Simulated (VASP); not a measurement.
# Co (Fm-3m) in VASP: a series of runs

Co is run at these levels: PBEsol; tasks: single point, relaxation of cell and atoms.

Everything below comes from runs of VASP 6.6.1. Logs are shortened: lines on timing, memory, paths and dates and some standing lists are left out, and cuts for length are marked.

**1. The cell of the first run**

The structure is cubic, space group Fm-3m (No. 225). The conventional cell has a = 3.474 Å, b = 3.474 Å, c = 3.474 Å, α = 90.00°, β = 90.00°, γ = 90.00°. Within 3.2 Å of Co (site symmetry m-3m) lie 12 Co at 2.46 Å.

This isn't the form of Co at room conditions, which is hcp.

**2. Single point, PBEsol, collinear spin, ferromagnetic start**

Input file INCAR:

```
SYSTEM = Co
ALGO     = Normal         ! electronic algorithm
EDIFF    = 1E-6           ! SCF threshold, eV
ENCUT    = 520            ! plane-wave cutoff, eV
GGA      = PS             ! functional
ISIF     = 2              ! what is computed and relaxed
ISMEAR   = 0              ! smearing method
ISPIN    = 2              ! spin polarisation
LASPH    = .True.         ! aspherical terms in the spheres
LCHARG   = .False.        ! write CHGCAR
LMAXMIX  = 4              ! l up to which the mixer works
LORBIT   = 11             ! projections on sites
LREAL    = .False.        ! projectors in reciprocal space
LWAVE    = .False.        ! write WAVECAR
MAGMOM   = 1.94           ! initial moments
NBANDS   = 14             ! bands
NELM     = 150            ! most SCF steps
PREC     = Accurate       ! precision mode
SIGMA    = 0.1            ! smearing width, eV
```

Input file KPOINTS:

```
k-points
0
Gamma
  10 10 10
  0 0 0
```

Input file POSCAR:

```
Co
1.0
    0.0000000000      1.7367744452      1.7367744452
    1.7367744452      0.0000000000      1.7367744452
    1.7367744452      1.7367744452      0.0000000000
Co
1
Direct
    0.0000000000      0.0000000000      0.0000000000
```

Potentials or basis: VASP PAW PBE potentials, release 64 (Co).

Run with:

```
$ cat potpaw_PBE.64/Co/POTCAR > POTCAR
$ mpirun -np 1 vasp_std > vasp.out
```

OUTCAR:

```text
SYSTEM = Co
   EDIFF = 1E-6
   ENCUT = 520
   GGA = PS
   ISIF = 2
   ISMEAR = 0
   ISPIN = 2
   LASPH = .True.
   LORBIT = 11
   LREAL = .False.
   NELM = 150
   PREC = Accurate

 ion  position               nearest neighbor table
   1  0.000  0.000  0.000-

  LATTYP: Found a face centered cubic cell.
 ALAT       =     3.4735488904

  Lattice vectors:

 A1 = (   0.0000000000,   1.7367744452,   1.7367744452)
 A2 = (   1.7367744452,   0.0000000000,   1.7367744452)
 A3 = (   1.7367744452,   1.7367744452,   0.0000000000)

Analysis of symmetry for initial positions (statically):
=====================================================================
 Subroutine PRICEL returns:
 Original cell was already a primitive cell.

 Routine SETGRP: Setting up the symmetry group for a
 face centered cubic supercell.

 Subroutine GETGRP returns: Found 48 space group operations
 (whereof 48 operations were pure point group operations)
 out of a pool of 48 trial point group operations.

The static configuration has the point symmetry O_h .

Analysis of symmetry for dynamics (positions and initial velocities):
=====================================================================
 Subroutine PRICEL returns:
 Original cell was already a primitive cell.

 Routine SETGRP: Setting up the symmetry group for a
 face centered cubic supercell.

 Subroutine GETGRP returns: Found 48 space group operations
 (whereof 48 operations were pure point group operations)
 out of a pool of 48 trial point group operations.

The dynamic configuration has the point symmetry O_h .

Analysis of structural, dynamic, and magnetic symmetry:
=====================================================================
 Subroutine PRICEL returns:
 Original cell was already a primitive cell.

 Routine SETGRP: Setting up the symmetry group for a
 face centered cubic supercell.

 Subroutine GETGRP returns: Found 48 space group operations
 (whereof 48 operations were pure point group operations)
 out of a pool of 48 trial point group operations.

The overall configuration has the point symmetry O_h .

 Subroutine INISYM returns: Found 48 space group operations
 (whereof 48 operations are pure point group operations),
 and found     1 'primitive' translations

----------------------------------------------------------------------------------------

                                     Primitive cell

  volume of cell :      10.4776

  direct lattice vectors                    reciprocal lattice vectors
     0.000000000  1.736774445  1.736774445    -0.287890003  0.287890003  0.287890003
     1.736774445  0.000000000  1.736774445     0.287890003 -0.287890003  0.287890003
     1.736774445  1.736774445  0.000000000     0.287890003  0.287890003 -0.287890003

  length of vectors
     2.456169975  2.456169975  2.456169975     0.498640112  0.498640112  0.498640112

  position of ions in fractional coordinates (direct lattice)
     0.000000000  0.000000000  0.000000000

  ion indices of the primitive-cell ions
   primitive index   ion index
                 1           1

----------------------------------------------------------------------------------------

 KPOINTS: k-points

Automatic generation of k-mesh.
 Grid dimensions read from file:
 generate k-points for:   10   10   10

 Generating k-lattice:

  Cartesian coordinates                     Fractional coordinates (reciprocal lattice)
    -0.028789000  0.028789000  0.028789000     0.100000000  0.000000000  0.000000000
     0.028789000 -0.028789000  0.028789000     0.000000000  0.100000000  0.000000000
     0.028789000  0.028789000 -0.028789000     0.000000000  0.000000000  0.100000000

  Length of vectors
     0.049864011  0.049864011  0.049864011

  Shift w.r.t. Gamma in fractional coordinates (k-lattice)
     0.000000000  0.000000000  0.000000000

 Subroutine IBZKPT returns following result:
 ===========================================

 Found     47 irreducible k-points:

 Following reciprocal coordinates:
            Coordinates               Weight
  0.000000  0.000000  0.000000      1.000000
  0.100000  0.000000  0.000000      8.000000
  0.200000  0.000000  0.000000      8.000000
  0.300000  0.000000  0.000000      8.000000
  0.400000  0.000000  0.000000      8.000000
  0.500000  0.000000  0.000000      4.000000
[... 16 lines left out ...]
  0.300000  0.300000  0.000000      6.000000
  0.400000  0.300000  0.000000     24.000000
 [... further k-points ...]
   k-points           NKPTS =     47   k-points in BZ     NKDIM =     47   number of bands    NBANDS=     14
   number of dos      NEDOS =    301   number of ions     NIONS =      1
   total plane-waves  NPLWV =   5832
   dimension x,y,z NGX =    18 NGY =   18 NGZ =   18
   dimension x,y,z NGXF=    36 NGYF=   36 NGZF=   36
   ions per type =               1
   NGX,Y,Z   is equivalent  to a cutoff of  12.18, 12.18, 12.18 a.u.
   NGXF,Y,Z  is equivalent  to a cutoff of  24.37, 24.37, 24.37 a.u.
 SYSTEM =  Co
[... 30 lines left out ...]
  volume/ion in A,a.u.               =      10.48        70.71
  Fermi-wavevector in a.u.,A,eV,Ry     =   1.556213  2.940815 32.950556  2.421798
  Thomas-Fermi vector in A             =   2.660041
   LORBIT       =     11    0 simple, 1 ext, 2 COOP (PROOUT), +10 PAW based schemes
   GGA     = PS    functional components
   LHFCALC =     F    Hartree Fock is set to
   AEXX    =    0.0000 exact exchange contribution
   IVDW    =     0    specifies the selected vdW correction
   LEPSILON=     F    determine dielectric tensor
   LRPA    =     F    only Hartree local field effects (RPA)
 spin polarized calculation
 Gauss-broadening in eV      SIGMA  =   0.10
  energy-cutoff  :      520.00
  volume of cell :       10.48
 maximum number of plane-waves:       293
   NGX =  9   NGY =  9   NGZ =  9

 number of electron       8.9999991 magnetization       1.6693146

 Free energy of the ion-electron system (eV)
  ---------------------------------------------------
  ext. energy  EPLUGINS =         0.00000000
  ---------------------------------------------------
  free energy    TOTEN  =        -7.71908502 eV

  energy without entropy =       -7.71415046  energy(sigma->0) =       -7.71661774

 E-fermi :  10.6568     XC(G=0): -13.7868

 val. band max:       10.6539844590   @ k =  -0.2000   0.1000   0.0000
 cond. band min:      10.7078133932   @ k =  -0.1000   0.1000   0.0000
 fundamental gap:      0.0538289342
 Fermi energy:        10.6567599581

 spin component 1

 k-point     1 :       0.0000    0.0000    0.0000
  band No.  band energies     occupation
      1       1.3742      1.00000
      2       7.8840      1.00000
      3       7.8840      1.00000
      4       7.8840      1.00000
      5       9.0300      1.00000
      6       9.0300      1.00000
      7      33.9303      0.00000
      8      38.5532      0.00000
      9      38.5532      0.00000
     10      38.5532      0.00000
     11      41.9031      0.00000
     12      41.9031      0.00000
     13      41.9031      0.00000
     14      44.2685      0.00000
[... 375 lines left out ...]
 k-point    24 :       0.4000    0.3000    0.0000
  band No.  band energies     occupation
      1       5.4094      1.00000
      2       6.2983      1.00000
      3       8.7273      1.00000
      4       9.2837      1.00000
      5       9.8955      1.00000
      6      10.7477      0.09925
      7      25.0840      0.00000
      8      26.2902      0.00000
      9      28.0592      0.00000
     10      32.4565      0.00000
     11      37.3860      0.00000
     12      47.0460      0.00000
     13      51.1468      0.00000
     14      51.8566      0.00000

 [... further k-points ...]

 spin component 2

 k-point     1 :       0.0000    0.0000    0.0000
  band No.  band energies     occupation
      1       1.4786      1.00000
      2       9.4945      1.00000
      3       9.4945      1.00000
      4       9.4945      1.00000
      5      10.9801      0.00000
      6      10.9801      0.00000
      7      33.7537      0.00000
      8      38.7462      0.00000
      9      38.7462      0.00000
     10      38.7462      0.00000
     11      42.3155      0.00000
     12      42.3155      0.00000
     13      42.3155      0.00000
     14      44.1561      0.00000
[... 375 lines left out ...]
 k-point    24 :       0.4000    0.3000    0.0000
  band No.  band energies     occupation
      1       6.2267      1.00000
      2       7.6431      1.00000
      3      10.0009      1.00000
      4      11.1098      0.00000
      5      11.8437      0.00000
      6      12.1027      0.00000
      7      25.5353      0.00000
      8      26.8110      0.00000
      9      28.3889      0.00000
     10      32.8697      0.00000
     11      37.8852      0.00000
     12      50.7045      0.00000
     13      51.3333      0.00000
     14      52.0792      0.00000

 [... further k-points ...]

------------------------ aborting loop because EDIFF is reached ----------------------------------------

  FORCE on cell =-STRESS in cart. coord.  units (eV):
  Direction    XX          YY          ZZ          XY          YZ          ZX
  --------------------------------------------------------------------------------------
  -------------------------------------------------------------------------------------
  Total       -0.0737056     -0.0737056     -0.0737056     -0.0000000      0.0000000     -0.0000000
  in kB      -11.2707038    -11.2707038    -11.2707038     -0.0000000      0.0000000     -0.0000000
  external PRESSURE =     -11.2707038 kB  Pullay stress =       0.0000000 kB

 VOLUME and BASIS-vectors are now :
 -----------------------------------------------------------------------------
  energy-cutoff  :      520.00
  volume of cell :       10.48
      direct lattice vectors                 reciprocal lattice vectors
     0.000000000  1.736774445  1.736774445    -0.287890003  0.287890003  0.287890003
     1.736774445  0.000000000  1.736774445     0.287890003 -0.287890003  0.287890003
     1.736774445  1.736774445  0.000000000     0.287890003  0.287890003 -0.287890003

 POSITION                                       TOTAL-FORCE (eV/Angst)
 -----------------------------------------------------------------------------------
      0.00000      0.00000      0.00000         0.000000      0.000000      0.000000
 -----------------------------------------------------------------------------------
    total drift:                                0.000000     -0.000000     -0.000000

  FREE ENERGIE OF THE ION-ELECTRON SYSTEM (eV)
  ---------------------------------------------------
  free  energy   TOTEN  =        -7.7190850171 eV

  energy  without entropy=       -7.7141504575  energy(sigma->0) =       -7.71661774

 total charge

# of ion       s       p       d       tot
------------------------------------------
    1        0.507   0.559   7.274   8.340

 magnetization (x)

# of ion       s       p       d       tot
------------------------------------------
    1       -0.012  -0.043   1.729   1.674
```

It took 17 s on 1 thread of Intel Xeon 8259CL, shared host; peak memory 0.13 GiB.

Results:

| Quantity | Value |
| --- | --- |
| Free energy | -7.7191 eV |
| Pressure | -1.1 GPa |
| Net moment | 1.67 μB per cell |
| Site moments | Co +1.67 μB |
| Valence electrons inside the program's atomic spheres | Co 8.34 |

Caveat: the PAW data sets were made with another functional, which shifts forces and pressure a little.

**3. Single point, PBEsol, collinear spin, ferromagnetic start**

This run uses another cell than the first one, of 10.43 Å³/atom.

Input file INCAR:

```
PREC = Accurate
ENCUT = 520
EDIFF = 1E-6
ISMEAR = 0
SIGMA = 0.1
LREAL = False
LASPH = True
NELM = 150
ALGO = Normal
ISIF = 2
LWAVE = False
LCHARG = True
ISPIN = 2
MAGMOM = 1.91
LORBIT = 11
LMAXMIX = 4
GGA = PS
LELF = True
LVHAR = True
NBANDS = 14
```

Input file KPOINTS:

```
Automatic mesh
0
Gamma
  20 20 20
```

Input file POSCAR:

```
Co
1.0
    0.0000000000      1.7339778251      1.7339778251
    1.7339778251      0.0000000000      1.7339778251
    1.7339778251      1.7339778251      0.0000000000
Co
1
Direct
    0.0000000000      0.0000000000      0.0000000000
```

Potentials or basis: VASP PAW PBE potentials, release 64 (Co).

Run with:

```
$ cat potpaw_PBE.64/Co/POTCAR > POTCAR
$ mpirun -np 1 vasp_std > vasp.out
```

Run time: 77 s. Hardware: 1 thread of Intel Xeon 8259CL, shared host; peak memory 0.18 GiB.

The run converged. Its results:

```
Free energy                                           : -7.7186 eV
Pressure                                              : -0.9 GPa
Net moment                                            : 1.61 μB per cell
Site moments                                          : Co +1.62 μB
Valence electrons inside the program's atomic spheres : Co 8.35
```

Levels at points of the mesh, in eV from the Fermi level:
Spin up:
| k point | band 1 | band 2 | band 3 | band 4 | band 5 | band 6 | band 7 | band 8 | band 9 | band 10 |
| --- | --- | --- | --- | --- | --- | --- | --- | --- | --- | --- |
| (0.00, 0.00, 0.00) | -9.30 | -2.75 | -2.75 | -2.75 | -1.60 | -1.60 | 23.32 | 27.98 | 27.98 | 27.98 |
| (0.50, 0.00, 0.00) | -5.41 | -2.88 | -2.88 | -0.66 | -0.66 | -0.37 | 6.48 | 21.87 | 25.57 | 25.57 |
| (0.50, 0.50, 0.00) | -5.49 | -4.83 | -0.76 | -0.39 | -0.39 | 2.54 | 9.99 | 15.25 | 15.25 | 20.47 |
Spin down:
| k point | band 1 | band 2 | band 3 | band 4 | band 5 | band 6 | band 7 | band 8 |
| --- | --- | --- | --- | --- | --- | --- | --- | --- |
| (0.00, 0.00, 0.00) | -9.21 | -1.20 | -1.20 | -1.20 | 0.30 | 0.30 | 23.14 | 28.16 |
| (0.50, 0.00, 0.00) | -4.48 | -1.23 | -1.23 | -0.32 | 1.20 | 1.20 | 7.51 | 21.70 |
| (0.50, 0.50, 0.00) | -4.35 | -3.58 | 1.23 | 1.41 | 1.41 | 2.63 | 10.92 | 15.46 |

Caveat: the PAW data sets were made with another functional, which shifts forces and pressure a little.

**4. Relaxation of cell and atoms, PBEsol, collinear spin, ferromagnetic start**

Input file INCAR:

```
SYSTEM = Co
PREC = Accurate
ENCUT = 600
EDIFF = 1E-6
ISMEAR = 0
SIGMA = 0.1
LREAL = .False.
LASPH = .True.
NELM = 150
ALGO = Normal
ISIF = 3
LWAVE = .False.
LCHARG = .False.
ISPIN = 2
MAGMOM = 1.91
LORBIT = 11
LMAXMIX = 4
GGA = PS
IBRION = 2
NSW = 80
EDIFFG = -0.01
```

Input file KPOINTS:

```
Automatic mesh
0
Gamma
  20 20 20
  0 0 0
```

Input file POSCAR:

```
Co
1.0
    0.0000000000      1.7367744452      1.7367744452
    1.7367744452      0.0000000000      1.7367744452
    1.7367744452      1.7367744452      0.0000000000
Co
1
Direct
    0.0000000000      0.0000000000      0.0000000000
```

Run with:

```
$ cat potpaw_PBE.64/Co/POTCAR > POTCAR
$ mpirun -np 1 vasp_std > vasp.out
```

It took 2.3 min on 1 thread of Intel Xeon 8259CL, shared host; peak memory 0.18 GiB.

The run converged. Its results:

| Quantity | Value |
| --- | --- |
| Free energy | -7.7185 eV |
| Relaxed volume | 10.39 Å³/atom |
| Relaxed cell | a = 2.449 Å, b = 2.449 Å, c = 2.449 Å, α = 60.00°, β = 60.00°, γ = 60.00° |
| Space group after relaxing (to 0.1 Å) | Fm-3m (No. 225) |
| Energy gained by relaxing | 0.6 meV/atom |
| Ionic steps | 3 |
| Pressure after relaxing | 0.0 GPa |
| Net moment | 1.61 μB per cell |
| Site moments | Co +1.62 μB |
| Valence electrons inside the program's atomic spheres | Co 8.36 |

The path:
```tsv
step	energy change (eV)	largest force (eV/Å)	pressure (GPa)	volume (Å³)
1	0.0000	0.0000	-2.15	10.48
2	0.0004	0.0000	2.92	10.27
3	-0.0006	0.0000	0.01	10.39
```

Final structure:
```
Co
1.0
     0.00000    1.73166    1.73166
     1.73166    0.00000    1.73166
     1.73166    1.73166    0.00000
Co
1
Direct
  0.00000 0.00000 0.00000
```

Levels at points of the mesh, in eV from the Fermi level:
Spin up:
```csv
k point,band 2,band 3,band 4,band 5,band 6,band 7,band 8,band 9
"(0.00, 0.00, 0.00)",-2.76,-2.76,-2.76,-1.60,-1.60,23.35,28.05,28.05
"(0.50, 0.00, 0.00)",-2.88,-2.88,-0.65,-0.65,-0.37,6.52,21.90,25.64
"(0.50, 0.50, 0.00)",-4.85,-0.75,-0.38,-0.38,2.55,10.03,15.29,15.29
```
Spin down:
```
           k point  band 2  band 3  band 4  band 5  band 6  band 7
(0.00, 0.00, 0.00)   -1.20   -1.20   -1.20    0.30    0.30   23.17
(0.50, 0.00, 0.00)   -1.24   -1.24   -0.32    1.21    1.21    7.55
(0.50, 0.50, 0.00)   -3.60    1.24    1.42    1.42    2.65   10.97
```

Caveat: the PAW data sets were made with another functional, which shifts forces and pressure a little.

**5. Single point, PBEsol, collinear spin, ferromagnetic start**

This run uses another cell than the first one: it holds 8 atoms, not 1.

Input file INCAR:

```
  ALGO = Fast
  EDIFF = 1E-7
  ENCUT = 520
  GGA = PS
  ISIF = 2
  ISMEAR = 0
  ISPIN = 2
  LASPH = True
  LCHARG = False
  LMAXMIX = 4
  LORBIT = 11
  LREAL = False
  LWAVE = False
  MAGMOM = 1.85 1.85 1.85 1.85 1.85 1.85 1.85 1.85
  NBANDS = 50
  NELM = 150
  PREC = Accurate
  SIGMA = 0.1
```

Input file KPOINTS:

```
k-points
0
Gamma
  8 8 8
```

Input file POSCAR:

```
Co
1.0
   -3.4647572656      3.4647572656      0.0000000000
   -3.4647572656      0.0000000000      3.4647572656
    0.0000000000      3.4647572656      3.4647572656
Co
8
Direct
    0.0000000000      0.0000000000      0.0000000000
    0.5000000000      0.0000000000      0.0000000000
    0.0000000000      0.5000000000      0.0000000000
    0.0000000000      0.0000000000      0.5000000000
    0.5000000000      0.5000000000      0.0000000000
    0.5000000000      0.0000000000      0.5000000000
    0.0000000000      0.5000000000      0.5000000000
    0.5000000000      0.5000000000      0.5000000000
```

Run with:

```
$ cat potpaw_PBE.64/Co/POTCAR > POTCAR
$ mpirun -np 1 vasp_std > vasp.out
```

Run time: 8.8 min. Hardware: 1 thread of Intel Xeon 8259CL, shared host; peak memory 0.34 GiB.

It converged, with:

* Free energy: -61.7579 eV
* Pressure: -0.9 GPa
* Net moment: 12.65 μB per cell
* Site moments: Co +1.59 μB
* Valence electrons inside the program's atomic spheres: Co 8.36

Levels at points of the mesh, in eV from the Fermi level:
Spin up:
```csv
k point,band 40,band 41,band 42,band 43,band 44,band 45
"(0.00, 0.00, 0.00)",-0.37,-0.37,-0.36,-0.36,-0.36,-0.36
"(0.50, 0.00, 0.00)",-0.56,-0.56,-0.56,2.55,2.55,2.55
"(0.50, 0.50, 0.00)",-1.16,-0.36,-0.36,1.22,1.22,1.22
```
Spin down:
| k point | band 27 | band 28 | band 29 | band 30 | band 31 | band 32 | band 33 | band 34 |
| --- | --- | --- | --- | --- | --- | --- | --- | --- |
| (0.00, 0.00, 0.00) | 0.29 | 0.29 | 1.20 | 1.20 | 1.20 | 1.20 | 1.20 | 1.20 |
| (0.50, 0.00, 0.00) | -0.12 | -0.12 | -0.12 | -0.12 | -0.12 | -0.12 | 0.37 | 0.37 |
| (0.50, 0.50, 0.00) | -0.34 | -0.34 | -0.13 | -0.13 | -0.13 | -0.13 | 0.12 | 0.12 |

Caveat: the PAW data sets were made with another functional, which shifts forces and pressure a little.

**6. The runs side by side**

```csv
task,cell,k mesh,cutoff (eV),gap on the mesh (eV),pressure (GPa),moment (μB)
single point,"a = 2.456 Å, angles 60.0°, 1 atom, atomic positions A",10 × 10 × 10,520,none,-1.1,1.67
single point,"a = 2.452 Å, angles 60.0°, 1 atom, atomic positions A",20 × 20 × 20,520,none,-0.9,1.61
relaxation of cell and atoms,"relaxed from a = 2.456 Å, angles 60.0°, 1 atom, atomic positions A",20 × 20 × 20,600,none,0.0,1.61
single point,"a = 4.900 Å, angles 60.0°, 8 atoms, atomic positions B",8 × 8 × 8,520,none,-0.9,12.65
```

Alike in all rows: level PBEsol; potentials or basis VASP PAW PBE potentials, release 64 (Co); spin collinear, ferromagnetic start; smearing gaussian 0.1 eV.

Caveats: the PAW data sets were made with another functional, which shifts forces and pressure a little.

Absolute energies hang on the potentials; compare differences alone.
